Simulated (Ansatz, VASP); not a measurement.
Two plane-wave programs on Hg

Contents of INCAR:

```
PREC = Accurate
ENCUT = 550
EDIFF = 1E-6
ISMEAR = 0
SIGMA = 0.1
LREAL = False
LASPH = True
NELM = 120
ALGO = Normal
ISIF = 2
LWAVE = False
LCHARG = True
GGA = PE
LELF = True
LVHAR = True
NBANDS = 37
GGA_COMPAT = False
```

KPOINTS

```
Automatic mesh
0
Gamma
  6 6 6
```

Contents of POSCAR:

```
Hg
1.0
    4.5400020208      0.0000000000      0.0000000000
   -2.2700010104      3.9317570832      0.0000000000
    0.0000000000      0.0000000000      3.8700000000
Hg
3
Direct
    0.3333333333      0.6666666667      0.5000000000
    0.0000000000      0.0000000000      0.0000000000
    0.6666666667      0.3333333333      0.5000000000
```

Input for Ansatz:

```yaml
crystal:
  lattice:
    - [4.5400020208, 0.0, 0.0]
    - [-2.2700010104, 3.9317570832, 0.0]
    - [0.0, 0.0, 3.87]
  atoms:
    - { symbol: Hg, position: [0.3333333333, 0.6666666667, 0.5] }
    - { symbol: Hg, position: [0.0, 0.0, 0.0] }
    - { symbol: Hg, position: [0.6666666667, 0.3333333333, 0.5] }
basis:
  ecutwfc: 420
kpoints:
  mp_grid: { grid: [6, 6, 6] }
hamiltonian:
  xc: pbe
scf:
  occupations: { method: gaussian, width: 0.1 }
output:
  forces: true
  stress: true
  eigenvalues: true
```

Alike in both runs: task single point; functional PBE; k mesh 6 × 6 × 6; occupations gaussian, width 0.1 eV; no spin polarisation.

|  | VASP | Ansatz |
| --- | --- | --- |
| version | VASP 6.6.1 | Ansatz 0.2.0 |
| potentials or method | VASP PAW PBE potentials, release 64 (Hg_sv_GW), cutoff 550 eV | scalar-relativistic, plane waves, PAW |
| valence electrons in the cell | 60 | 60 |

|  | VASP | Ansatz | Ansatz less VASP |
| --- | --- | --- | --- |
| gap on the k mesh at the Fermi level (eV) | none | none | - |
| pressure (GPa) | 12.8 | 13.0 | +0.20 |
| traceless stress, the component that is largest in VASP (GPa) | -8.48 | -8.46 | +0.027 |

A gap of «none» marks a metal or a gap that the smearing closes. The functional is the same, so the differences come from potentials, cutoffs and numerics.

Spin-orbit coupling is off throughout.
